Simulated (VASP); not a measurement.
A run of VASP 6.6.1 is set up as follows.

File INCAR:

```
  PREC = Accurate
  ENCUT = 520
  EDIFF = 1E-7
  ISMEAR = 0
  SIGMA = 0.1
  LREAL = False
  LASPH = True
  NELM = 60
  ALGO = Fast
  ISIF = 2
  LWAVE = False
  LCHARG = True
  GGA = PE
  LELF = True
  LVHAR = True
  NBANDS = 28
```

The input KPOINTS:

```
regular mesh
0
Gamma
  12 12 12
```

POSCAR

```
Sc3Re
1.0
    4.3072853390      0.0000000000      0.0000000000
    0.0000000000      4.3072853390      0.0000000000
    0.0000000000      0.0000000000      4.3072853390
Sc Re
3 1
Direct
    0.0000000000      0.5000000000      0.5000000000
    0.5000000000      0.0000000000      0.5000000000
    0.5000000000      0.5000000000      0.0000000000
    0.0000000000      0.0000000000      0.0000000000
```

Potentials or basis: VASP PAW PBE potentials, release 64 (Sc_sv, Re).

Run with:

```sh
$ cat potpaw_PBE.64/Sc_sv/POTCAR potpaw_PBE.64/Re/POTCAR > POTCAR
$ mpirun -np 1 vasp_std > vasp.out
```

Question: Estimate the pressure.

Answer: 0.0 GPa.

Question: Predict the band gap on the k mesh.

Answer: Zero (bands 20 and 21 overlap by 1.06 eV).

Caveat: spin-orbit coupling is left out, which moves the levels of the heavy elements.
